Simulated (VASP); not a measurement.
Write the native input for VASP 6.6.1 that does the following.

```yaml
Task: single point
Functional: r2SCAN
Potentials_or_basis: VASP PAW PBE potentials, release 64 (Sr_sv, Cl)
Cutoff: 520 eV
k_mesh: 6 × 6 × 6
Occupations: gaussian, width 0.01 eV
Spin: no spin polarisation
Dipole_correction: no
Further_INCAR_settings: ALGO = Normal; EDIFF = 1e-06; NBANDS = 19
```

The system is SrCl2.

```
CELL_PARAMETERS angstrom
0.00000 3.42632 3.42632
3.42632 0.00000 3.42632
3.42632 3.42632 0.00000
ATOMIC_POSITIONS crystal
Sr 0.00000 0.00000 0.00000
Cl 0.25000 0.25000 0.25000
Cl 0.75000 0.75000 0.75000
```

The input as run:

POSCAR

```
SrCl2
1.0
    0.0000000000      3.4263160493      3.4263160493
    3.4263160493      0.0000000000      3.4263160493
    3.4263160493      3.4263160493      0.0000000000
Sr Cl
1 2
Direct
    0.0000000000      0.0000000000      0.0000000000
    0.2500000000      0.2500000000      0.2500000000
    0.7500000000      0.7500000000      0.7500000000
```

INCAR.step1

```
ALGO = Normal
EDIFF = 1E-4
ENCUT = 520
GGA = PE
ISMEAR = 0
LASPH = True
LCHARG = False
LREAL = False
LWAVE = True
NBANDS = 19
NELM = 80
PREC = Accurate
SIGMA = 0.01
```

INCAR.step2

```
ALGO = Normal
EDIFF = 1E-6
ENCUT = 520
ISIF = 2
ISMEAR = 0
ISTART = 1
LASPH = True
LCHARG = False
LMIXTAU = True
LREAL = False
LWAVE = False
METAGGA = R2SCAN
NBANDS = 19
NELM = 80
PREC = Accurate
SIGMA = 0.01
```

KPOINTS

```
k-points
0
Gamma
  6 6 6
```

Potentials or basis: VASP PAW PBE potentials, release 64 (Sr_sv, Cl).

The run is started by

```sh
$ cat potpaw_PBE.64/Sr_sv/POTCAR potpaw_PBE.64/Cl/POTCAR > POTCAR
$ cp INCAR.step1 INCAR
$ mpirun -np 1 vasp_std > vasp.out
$ cp INCAR.step2 INCAR
$ mpirun -np 1 vasp_std > vasp.out
```

Results of the run:

```json
{
 "Pressure": "2.7 GPa",
 "Band gap on the k mesh": "5.96 eV"
}
```

Caveat: the structure was generated, so it needn't be the stable form of SrCl2; the PAW data sets were made with another functional, which shifts forces and pressure a little.

Run time: 2.6 min on 1 thread of Intel Xeon 8259CL, on a shared host, peak memory 0.22 GiB.
